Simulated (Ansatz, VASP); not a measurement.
**Two plane-wave programs on Zr2B3**

The input INCAR:

```
PREC = Accurate ; ENCUT = 600
EDIFF = 1E-6 ; ISMEAR = 0
SIGMA = 0.1 ; LREAL = F
LASPH = T ; NELM = 80
ALGO = Normal ; ISIF = 3
LWAVE = F ; LCHARG = F
GGA = PE ; IBRION = 2
NSW = 100 ; EDIFFG = -0.01
```

KPOINTS

```
Automatic mesh
0
Gamma
  10 10 10
```

Contents of POSCAR:

```
Zr2B3
1.0
    4.2195359464      0.0000000000      0.0000000000
    0.0000000000      4.2195359464      0.0000000000
    0.0000000000      0.0000000000      4.2195359464
Zr B
2 3
Direct
    0.0000000000      0.0000000000      0.0000000000
    0.5000000000      0.5000000000      0.5000000000
    0.5000000000      0.0000000000      0.0000000000
    0.0000000000      0.5000000000      0.0000000000
    0.0000000000      0.0000000000      0.5000000000
```

Input for Ansatz:

```yaml
crystal:
  lattice:
    - [4.2195359464, 0.0, 0.0]
    - [0.0, 4.2195359464, 0.0]
    - [0.0, 0.0, 4.2195359464]
  atoms:
    - { symbol: Zr, position: [0.0, 0.0, 0.0] }
    - { symbol: Zr, position: [0.5, 0.5, 0.5] }
    - { symbol: B, position: [0.5, 0.0, 0.0] }
    - { symbol: B, position: [0.0, 0.5, 0.0] }
    - { symbol: B, position: [0.0, 0.0, 0.5] }
basis:
  ecutwfc: 420
kpoints:
  mp_grid: { grid: [10, 10, 10] }
hamiltonian:
  xc: pbe
scf:
  occupations: { method: gaussian, width: 0.1 }
output:
  forces: true
  stress: true
  eigenvalues: true
relax:
  adjacent_minimum: "off"
  f_tol: 0.01
  max_steps: 80
  cell: { stress_tol: 0.05 }
```

Alike in both runs: task relaxation of cell and atoms; functional PBE; k mesh 10 × 10 × 10; occupations gaussian, width 0.1 eV; no spin polarisation.

```csv
,VASP,Ansatz
version,VASP 6.6.1,Ansatz 0.2.0
potentials or method,"VASP PAW PBE potentials, release 64 (Zr_sv, B), cutoff 600 eV","scalar-relativistic, plane waves, PAW"
valence electrons in the cell,33,33
```

Ansatz gave:

```
gap on the k mesh at the Fermi level, each at its own relaxed structure (eV) : none
relaxed volume (Å³/atom)                                                     : 15.06
relaxed cell length with the largest relative difference (Å)                 : 4.223
```

Task: Estimate VASP's values.

Result: gap on the k mesh at the Fermi level, each at its own relaxed structure (eV): none; relaxed volume (Å³/atom): 15.07; relaxed cell length with the largest relative difference (Å): 4.223.

A gap of «none» marks a metal or a gap that the smearing closes.
